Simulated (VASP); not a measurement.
# MgO (Fm-3m) in VASP: further runs

MgO is run at these levels: PBE, PBEsol; tasks: single point.

Program: VASP 6.6.1. These are calculated values, not measurements. Logs are shortened: lines on timing, memory, paths and dates and some standing lists are left out, and cuts for length are marked.

**1. The cell of the first run**

It takes space group Fm-3m (No. 225, cubic). Conventional cell: a = 4.194 Å, b = 4.194 Å, c = 4.194 Å, α = 90.00°, β = 90.00°, γ = 90.00°. Mg (site symmetry m-3m) has 6 O at 2.10 Å within 2.8 Å. Within 2.8 Å of O (site symmetry m-3m) lie 6 Mg at 2.10 Å.

**2. Single point, PBE**

Contents of INCAR:

```
SYSTEM = MgO
PREC = Accurate
ENCUT = 520
EDIFF = 1E-7
ISMEAR = 0
SIGMA = 0.017
LREAL = .False.
LASPH = .True.
NELM = 60
ALGO = Normal
ISIF = 2
LWAVE = .False.
LCHARG = .False.
GGA = PE
NBANDS = 11
```

Contents of KPOINTS:

```
Automatic mesh
0
Gamma
  11 11 11
  0 0 0
```

Contents of POSCAR:

```
MgO
1.0
    0.0000000000      2.0970013927      2.0970013927
    2.0970013927      0.0000000000      2.0970013927
    2.0970013927      2.0970013927      0.0000000000
Mg O
1 1
Direct
    0.0000000000      0.0000000000      0.0000000000
    0.5000000000      0.5000000000      0.5000000000
```

Potentials or basis: VASP PAW PBE potentials, release 64 (Mg, O).

Run with:

```sh
$ cat potpaw_PBE.64/Mg/POTCAR potpaw_PBE.64/O/POTCAR > POTCAR
$ mpirun -np 1 vasp_std > vasp.out
```

OUTCAR:

```text
SYSTEM = MgO
   PREC = Accurate
   ENCUT = 520
   EDIFF = 1E-7
   ISMEAR = 0
   LREAL = .False.
   LASPH = .True.
   NELM = 60
   ISIF = 2
   GGA = PE

 ion  position               nearest neighbor table
   1  0.000  0.000  0.000-   2 2.10   2 2.10   2 2.10   2 2.10   2 2.10   2 2.10
   2  0.500  0.500  0.500-   1 2.10   1 2.10   1 2.10   1 2.10   1 2.10   1 2.10

  LATTYP: Found a face centered cubic cell.
 ALAT       =     4.1940027854

  Lattice vectors:

 A1 = (   0.0000000000,   2.0970013927,   2.0970013927)
 A2 = (   2.0970013927,   0.0000000000,   2.0970013927)
 A3 = (   2.0970013927,   2.0970013927,   0.0000000000)

Analysis of symmetry for initial positions (statically):
=====================================================================
 Subroutine PRICEL returns:
 Original cell was already a primitive cell.

 Routine SETGRP: Setting up the symmetry group for a
 face centered cubic supercell.

 Subroutine GETGRP returns: Found 48 space group operations
 (whereof 48 operations were pure point group operations)
 out of a pool of 48 trial point group operations.

The static configuration has the point symmetry O_h .

Analysis of symmetry for dynamics (positions and initial velocities):
=====================================================================
 Subroutine PRICEL returns:
 Original cell was already a primitive cell.

 Routine SETGRP: Setting up the symmetry group for a
 face centered cubic supercell.

 Subroutine GETGRP returns: Found 48 space group operations
 (whereof 48 operations were pure point group operations)
 out of a pool of 48 trial point group operations.

The dynamic configuration has the point symmetry O_h .

 Subroutine INISYM returns: Found 48 space group operations
 (whereof 48 operations are pure point group operations),
 and found     1 'primitive' translations

----------------------------------------------------------------------------------------

                                     Primitive cell

  volume of cell :      18.4428

  direct lattice vectors                    reciprocal lattice vectors
     0.000000000  2.097001393  2.097001393    -0.238435702  0.238435702  0.238435702
     2.097001393  0.000000000  2.097001393     0.238435702 -0.238435702  0.238435702
     2.097001393  2.097001393  0.000000000     0.238435702  0.238435702 -0.238435702

  length of vectors
     2.965607810  2.965607810  2.965607810     0.412982751  0.412982751  0.412982751

  position of ions in fractional coordinates (direct lattice)
     0.000000000  0.000000000  0.000000000
     0.500000000  0.500000000  0.500000000

  ion indices of the primitive-cell ions
   primitive index   ion index
                 1           1
                 2           2

----------------------------------------------------------------------------------------

 KPOINTS: Automatic mesh

Automatic generation of k-mesh.
 Grid dimensions read from file:
 generate k-points for:   11   11   11

 Generating k-lattice:

  Cartesian coordinates                     Fractional coordinates (reciprocal lattice)
    -0.021675973  0.021675973  0.021675973     0.090909091  0.000000000  0.000000000
     0.021675973 -0.021675973  0.021675973     0.000000000  0.090909091  0.000000000
     0.021675973  0.021675973 -0.021675973     0.000000000  0.000000000  0.090909091

  Length of vectors
     0.037543886  0.037543886  0.037543886

  Shift w.r.t. Gamma in fractional coordinates (k-lattice)
     0.000000000  0.000000000  0.000000000

 Subroutine IBZKPT returns following result:
 ===========================================

 Found     56 irreducible k-points:

 Following reciprocal coordinates:
            Coordinates               Weight
  0.000000  0.000000  0.000000      1.000000
  0.090909  0.000000  0.000000      8.000000
  0.181818  0.000000  0.000000      8.000000
  0.272727  0.000000  0.000000      8.000000
  0.363636  0.000000  0.000000      8.000000
  0.454545  0.000000  0.000000      8.000000
[... 16 lines left out ...]
 -0.272727  0.181818  0.000000     24.000000
 -0.181818  0.181818  0.000000     12.000000
 [... further k-points ...]
   k-points           NKPTS =     56   k-points in BZ     NKDIM =     56   number of bands    NBANDS=     11
   number of dos      NEDOS =    301   number of ions     NIONS =      2
   total plane-waves  NPLWV =  13824
   dimension x,y,z NGX =    24 NGY =   24 NGZ =   24
   dimension x,y,z NGXF=    48 NGYF=   48 NGZF=   48
   ions per type =               1   1
   NGX,Y,Z   is equivalent  to a cutoff of  13.45, 13.45, 13.45 a.u.
   NGXF,Y,Z  is equivalent  to a cutoff of  26.91, 26.91, 26.91 a.u.
 SYSTEM =  MgO
   PREC   = accura    normal or accurate (medium, high low for compatibility)
   ISTART =      0    job   : 0-new  1-cont  2-samecut
   ICHARG =      2    charge: 1-file 2-atom 10-const
   ISPIN  =      1    spin polarized calculation?
   LNONCOLLINEAR =      F non collinear calculations
   LSORBIT =      F    spin-orbit coupling
   LASPH  =      T    aspherical Exc in radial PAW
   ENCUT  =  520.0 eV  38.22 Ry    6.18 a.u.   5.51  5.51  5.51*2*pi/ulx,y,z
   NELM   =     60;   NELMIN=  2; NELMDL= -5     # of ELM steps
   EDIFF  = 0.1E-06   stopping-criterion for ELM
   LREAL  =      F    real-space projection
   EDIFFG = 0.1E-05   stopping-criterion for IOM
   NSW    =      0    number of steps for IOM
   IBRION =     -1    ionic relax: 0-MD 1-quasi-New 2-CG
   NFREE  =      0    steps in history (QN), initial steepest desc. (CG)
   ISIF   =      2    stress and relaxation
   ISYM   =      2    0-nonsym 1-usesym 2-fastsym
   POTIM  = 0.5000    time-step for ionic-motion
   TEBEG  =    0.0;   TEEND  =   0.0 temperature during run
   PSTRESS=    0.0 pullay stress
   NELECT =       8.0000    total number of electrons
   NUPDOWN=      -1.0000    fix difference up-down
   EMIN   =  10.00;   EMAX   =-10.00  energy-range for DOS
   EFERMI =   0.00;   METHOD = LEGACY
   ISMEAR =     0;   SIGMA  =   0.02  broadening in eV -4-tet -1-fermi 0-gaus
   EFERMI_NEDOS =   21; number of points for ismear=-14 and -15
   IALGO  =     38    algorithm
   IMIX   =      4    mixing-type and parameters
     AMIX     =   0.40;   BMIX     =  1.00
     AMIX_MAG =   1.60;   BMIX_MAG =  1.00
  volume/ion in A,a.u.               =       9.22        62.23
  Fermi-wavevector in a.u.,A,eV,Ry     =   1.239261  2.341864 20.895389  1.535768
  Thomas-Fermi vector in A             =   2.373752
   LORBIT       =      0    0 simple, 1 ext, 2 COOP (PROOUT), +10 PAW based schemes
   GGA     = PE    functional components
   LHFCALC =     F    Hartree Fock is set to
   AEXX    =    0.0000 exact exchange contribution
   IVDW    =     0    specifies the selected vdW correction
   LEPSILON=     F    determine dielectric tensor
   LRPA    =     F    only Hartree local field effects (RPA)
 non-spin polarized calculation
 Gauss-broadening in eV      SIGMA  =   0.02
  energy-cutoff  :      520.00
  volume of cell :       18.44
 maximum number of plane-waves:       531
 NGX is ok and might be reduce to    24
   NGX = 11   NGY = 11   NGZ = 11

 number of electron       8.0000004 magnetization

 Free energy of the ion-electron system (eV)
  ---------------------------------------------------
  ext. energy  EPLUGINS =         0.00000000
  ---------------------------------------------------
  free energy    TOTEN  =       -11.89769123 eV

  energy without entropy =      -11.89769123  energy(sigma->0) =      -11.89769123

 E-fermi :   3.4351     XC(G=0): -11.1399

 val. band max:        3.2843121667   @ k =   0.0000   0.0000   0.0000
 cond. band min:       8.1372994217   @ k =   0.0000   0.0000   0.0000
 fundamental gap:      4.8529872550
 Fermi energy:         3.4350630201

 k-point     1 :       0.0000    0.0000    0.0000
  band No.  band energies     occupation
      1     -14.0458      2.00000
      2       3.2843      2.00000
      3       3.2843      2.00000
      4       3.2843      2.00000
      5       8.1373      0.00000
      6      19.1572      0.00000
      7      19.1572      0.00000
      8      19.1572      0.00000
      9      23.1080      0.00000
     10      24.8974      0.00000
     11      24.8974      0.00000

 k-point     2 :       0.0909    0.0000    0.0000
  band No.  band energies     occupation
      1     -13.9561      2.00000
      2       2.7318      2.00000
      3       3.2268      2.00000
      4       3.2268      2.00000
      5       8.6682      0.00000
      6      18.0633      0.00000
      7      19.3621      0.00000
      8      19.3621      0.00000
      9      24.2781      0.00000
     10      24.2781      0.00000
     11      24.5764      0.00000

 k-point     3 :       0.1818    0.0000    0.0000
  band No.  band energies     occupation
      1     -13.7052      2.00000
      2       1.5529      2.00000
      3       3.0768      2.00000
      4       3.0768      2.00000
      5       9.7432      0.00000
      6      16.6179      0.00000
      7      19.8202      0.00000
      8      19.8202      0.00000
      9      23.5596      0.00000
     10      23.5596      0.00000
     11      25.7901      0.00000
[... 267 lines left out ...]
 k-point    23 :      -0.2727    0.1818    0.0000
  band No.  band energies     occupation
      1     -12.9286      2.00000
      2      -0.2586      2.00000
      3       1.7105      2.00000
      4       2.7119      2.00000
      5      12.2957      0.00000
      6      15.2667      0.00000
      7      18.0880      0.00000
      8      20.8219      0.00000
      9      22.9725      0.00000
     10      24.8106      0.00000
     11      28.2219      0.00000

 k-point    24 :      -0.1818    0.1818    0.0000
  band No.  band energies     occupation
      1     -13.2443      2.00000
      2       0.4002      2.00000
      3       2.1551      2.00000
      4       2.9023      2.00000
      5      11.4461      0.00000
      6      15.4012      0.00000
      7      18.9006      0.00000
      8      21.3903      0.00000
      9      21.4227      0.00000
     10      24.6943      0.00000
     11      28.0453      0.00000

 [... further k-points ...]

------------------------ aborting loop because EDIFF is reached ----------------------------------------

  FORCE on cell =-STRESS in cart. coord.  units (eV):
  Direction    XX          YY          ZZ          XY          YZ          ZX
  --------------------------------------------------------------------------------------
  -------------------------------------------------------------------------------------
  Total        0.7127079      0.7127079      0.7127079     -0.0000000     -0.0000000      0.0000000
  in kB       61.9150222     61.9150222     61.9150222     -0.0000000     -0.0000000      0.0000000
  external PRESSURE =      61.9150222 kB  Pullay stress =       0.0000000 kB

 VOLUME and BASIS-vectors are now :
 -----------------------------------------------------------------------------
  energy-cutoff  :      520.00
  volume of cell :       18.44
      direct lattice vectors                 reciprocal lattice vectors
     0.000000000  2.097001393  2.097001393    -0.238435702  0.238435702  0.238435702
     2.097001393  0.000000000  2.097001393     0.238435702 -0.238435702  0.238435702
     2.097001393  2.097001393  0.000000000     0.238435702  0.238435702 -0.238435702

 POSITION                                       TOTAL-FORCE (eV/Angst)
 -----------------------------------------------------------------------------------
      0.00000      0.00000      0.00000        -0.000000     -0.000000      0.000000
      2.09700      2.09700      2.09700         0.000000      0.000000      0.000000
 -----------------------------------------------------------------------------------
    total drift:                               -0.000000     -0.000000      0.000000

  FREE ENERGIE OF THE ION-ELECTRON SYSTEM (eV)
  ---------------------------------------------------
  free  energy   TOTEN  =       -11.8976912287 eV

  energy  without entropy=      -11.8976912287  energy(sigma->0) =      -11.89769123
```

Wall time 5.5 s (1 thread of Intel Xeon 6975P-C (Granite Rapids), shared host); peak memory 0.14 GiB.

What came out:

```
Free energy            : -11.8977 eV
Pressure               : 6.2 GPa
Band gap on the k mesh : 4.85 eV, direct
```

**3. Single point, PBE**

Contents of INCAR:

```
SYSTEM = MgO
PREC = Accurate
ENCUT = 520
EDIFF = 1E-6
ISMEAR = 0
SIGMA = 0.028000000000000004
LREAL = .FALSE.
LASPH = .TRUE.
NELM = 100
ALGO = Normal
ISIF = 2
LWAVE = .FALSE.
LCHARG = .TRUE.
GGA = PE
LELF = .TRUE.
LVHAR = .TRUE.
NBANDS = 11
```

Contents of KPOINTS:

```
regular mesh
0
G
  11 11 11
  0 0 0
```

POSCAR is that of step 2.

Potentials or basis: VASP PAW PBE potentials, release 64 (Mg, O).

Run with:

```sh
$ cat potpaw_PBE.64/Mg/POTCAR potpaw_PBE.64/O/POTCAR > POTCAR
$ mpirun -np 1 vasp_std > vasp.out
```

Wall time 5 s (1 thread of Intel Xeon 6975P-C (Granite Rapids), shared host); peak memory 0.14 GiB.

The run converged. Its results:

```
Free energy            : -11.8977 eV
Pressure               : 6.2 GPa
Band gap on the k mesh : 4.85 eV, direct
```

Levels at points of the mesh, in eV from the valence-band top:
```csv
k point,band 2,band 3,band 4,band 5,band 6,band 7
"(0.00, 0.00, 0.00)",0.00,0.00,0.00,4.85,15.87,15.87
```

**4. Single point, PBEsol**

This run uses another cell than the first one, of 9.36 Å³/atom, 1.015 times its volume.

Contents of INCAR:

```
SYSTEM = MgO
PREC     = Accurate       ! precision mode
ENCUT    = 520            ! plane-wave cutoff, eV
EDIFF    = 1E-6           ! SCF threshold, eV
ISMEAR   = -1             ! smearing method
SIGMA    = 0.05           ! smearing width, eV
LREAL    = .False.        ! projectors in reciprocal space
LASPH    = .True.         ! aspherical terms in the spheres
NELM     = 100            ! most SCF steps
ALGO     = Normal         ! electronic algorithm
ISIF     = 2              ! what is computed and relaxed
LWAVE    = .False.        ! write WAVECAR
LCHARG   = .True.         ! write CHGCAR
GGA      = PS             ! functional
LELF     = .True.         ! ELF
LVHAR    = .True.       
NBANDS   = 11             ! bands
```

Contents of KPOINTS:

```
Automatic mesh
0
Gamma
  11 11 11
  0 0 0
```

Contents of POSCAR:

```
MgO
1.0
    0.0000000000      2.1072717661      2.1072717661
    2.1072717661      0.0000000000      2.1072717661
    2.1072717661      2.1072717661      0.0000000000
Mg O
1 1
Direct
    0.0000000000      0.0000000000      0.0000000000
    0.5000000000      0.5000000000      0.5000000000
```

Potentials or basis: VASP PAW PBE potentials, release 64 (Mg, O).

Run with:

```sh
$ cat potpaw_PBE.64/Mg/POTCAR potpaw_PBE.64/O/POTCAR > POTCAR
$ mpirun -np 1 vasp_std > vasp.out
```

OUTCAR:

```text
SYSTEM = MgO
   PREC = Accurate
   ENCUT = 520
   EDIFF = 1E-6
   ISMEAR = -1
   LREAL = .False.
   LASPH = .True.
   NELM = 100
   ISIF = 2
   GGA = PS

 ion  position               nearest neighbor table
   1  0.000  0.000  0.000-   2 2.11   2 2.11   2 2.11   2 2.11   2 2.11   2 2.11
   2  0.500  0.500  0.500-   1 2.11   1 2.11   1 2.11   1 2.11   1 2.11   1 2.11

  LATTYP: Found a face centered cubic cell.
 ALAT       =     4.2145435322

  Lattice vectors:

[... 521 lines left out ...]
 [... further k-points ...]

------------------------ aborting loop because EDIFF is reached ----------------------------------------

  FORCE on cell =-STRESS in cart. coord.  units (eV):
  Direction    XX          YY          ZZ          XY          YZ          ZX
  --------------------------------------------------------------------------------------
  -------------------------------------------------------------------------------------
  Total       -0.0653886     -0.0653886     -0.0653886     -0.0000000      0.0000000      0.0000000
  in kB       -5.5978457     -5.5978457     -5.5978457     -0.0000000      0.0000000      0.0000000
  external PRESSURE =      -5.5978457 kB  Pullay stress =       0.0000000 kB

 VOLUME and BASIS-vectors are now :
 -----------------------------------------------------------------------------
  energy-cutoff  :      520.00
  volume of cell :       18.72
      direct lattice vectors                 reciprocal lattice vectors
     0.000000000  2.107271766  2.107271766    -0.237273620  0.237273620  0.237273620
     2.107271766  0.000000000  2.107271766     0.237273620 -0.237273620  0.237273620
     2.107271766  2.107271766  0.000000000     0.237273620  0.237273620 -0.237273620

 POSITION                                       TOTAL-FORCE (eV/Angst)
 -----------------------------------------------------------------------------------
      0.00000      0.00000      0.00000         0.000000      0.000000      0.000000
      2.10727      2.10727      2.10727         0.000000      0.000000      0.000000
 -----------------------------------------------------------------------------------
    total drift:                               -0.000000     -0.000000      0.000000

  FREE ENERGIE OF THE ION-ELECTRON SYSTEM (eV)
  ---------------------------------------------------
  free  energy   TOTEN  =       -12.5124386428 eV

  energy  without entropy=      -12.5124386427  energy(sigma->0) =      -12.51243864
```

It took 5.2 s on 1 thread of Intel Xeon 6975P-C (Granite Rapids), shared host; peak memory 0.14 GiB.

Results:

| Quantity | Value |
| --- | --- |
| Free energy | -12.5124 eV |
| Pressure | -0.6 GPa |
| Band gap on the k mesh | 4.62 eV, direct |

Caveat: the PAW data sets were made with another functional, which shifts forces and pressure a little. As with any semilocal functional, this PBEsol gap is likely too small.

**5. Overview**

| level | cell | smearing | gap on the mesh (eV) | pressure (GPa) |
| --- | --- | --- | --- | --- |
| PBE | a = 2.966 Å, angles 60.0°, 2 atoms | gaussian 0.017 eV | 4.85 | 6.2 |
| PBE | a = 2.966 Å, angles 60.0°, 2 atoms | gaussian 0.028 eV | 4.85 | 6.2 |
| PBEsol | a = 2.980 Å, angles 60.0°, 2 atoms | fermi-dirac 0.05 eV | 4.62 | -0.6 |

Alike in all rows: task single point; potentials or basis VASP PAW PBE potentials, release 64 (Mg, O); no spin polarisation; k mesh 11 × 11 × 11; cutoff (eV) 520.

Caveats: the PAW data sets were made with another functional, which shifts forces and pressure a little (some runs).

Absolute energies hang on the potentials; compare differences alone.
